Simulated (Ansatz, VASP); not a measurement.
## MgS: VASP beside Ansatz

INCAR

```
ALGO     = Normal         # electronic algorithm
EDIFF    = 1E-7           # SCF threshold, eV
ENCUT    = 520            # plane-wave cutoff, eV
GGA      = PE             # functional
ISIF     = 2              # what is computed and relaxed
ISMEAR   = -1             # smearing method
LASPH    = T              # aspherical terms in the spheres
LCHARG   = F              # write CHGCAR
LREAL    = F              # projectors in reciprocal space
LWAVE    = F              # write WAVECAR
NBANDS   = 16             # bands
NELM     = 60             # most SCF steps
PREC     = Accurate       # precision mode
SIGMA    = 0.05           # smearing width, eV
```

File KPOINTS:

```
k-points
0
Gamma
  8 8 4
```

Contents of POSCAR:

```
MgS
1.0
    4.0346224068      0.0000000000      0.0000000000
   -2.0173112034      3.4940854990      0.0000000000
    0.0000000000      0.0000000000      6.4322941800
S Mg
2 2
Direct
    0.6617040000      0.3374660000      0.8723450000
    0.3364140000      0.6649440000      0.3715030000
    0.3340580000      0.6686330000      0.9975070000
    0.6644550000      0.3253470000      0.5008510000
```

File input.yaml:

```yaml
crystal:
  lattice:
    - [4.0346224068, 0.0, 0.0]
    - [-2.0173112034, 3.494085499, 0.0]
    - [0.0, 0.0, 6.43229418]
  atoms:
    - { symbol: S, position: [0.661704, 0.337466, 0.872345] }
    - { symbol: S, position: [0.336414, 0.664944, 0.371503] }
    - { symbol: Mg, position: [0.334058, 0.668633, 0.997507] }
    - { symbol: Mg, position: [0.664455, 0.325347, 0.500851] }
kpoints:
  mp_grid: { grid: [8, 8, 4] }
scf:
  occupations: { method: fermi_dirac, width: 0.05 }
hamiltonian:
  xc: pbe
  pseudopotentials: { kind: all_electron, lapw: { basis_error: 0.001 } }
output:
  forces: true
  stress: true
  eigenvalues: true
  populations: true
```

Change from the starting cell: atoms moved at random, drawn with an rms of 0.05 Å.

Alike in both runs: task single point; functional PBE; k mesh 8 × 8 × 4; occupations fermi-dirac, width 0.05 eV; no spin polarisation.

|  | VASP | Ansatz |
| --- | --- | --- |
| version | VASP 6.6.1 | Ansatz 0.2.0 |
| potentials or method | VASP PAW PBE potentials, release 64 (S, Mg), cutoff 520 eV | all-electron LAPW, scalar-relativistic |

Ansatz gave:

| Item | Value |
| --- | --- |
| gap on the k mesh at the Fermi level (eV) | 3.52 |
| least direct gap on the mesh (eV) | 3.52 |
| pressure (GPa) | 1.2 |
| traceless stress, the component that is largest in VASP (GPa) | 1.78 |
| rms of the force components (eV/Å) | 0.217 |

Which values does VASP return?

gap on the k mesh at the Fermi level (eV): 3.52; least direct gap on the mesh (eV): 3.52; pressure (GPa): 1.1; traceless stress, the component that is largest in VASP (GPa): 1.79; rms of the force components (eV/Å): 0.217.

Atom by atom the forces differ by 0.000 eV/Å (rms over components). Ansatz ran all-electron here, and VASP with PAW potentials.
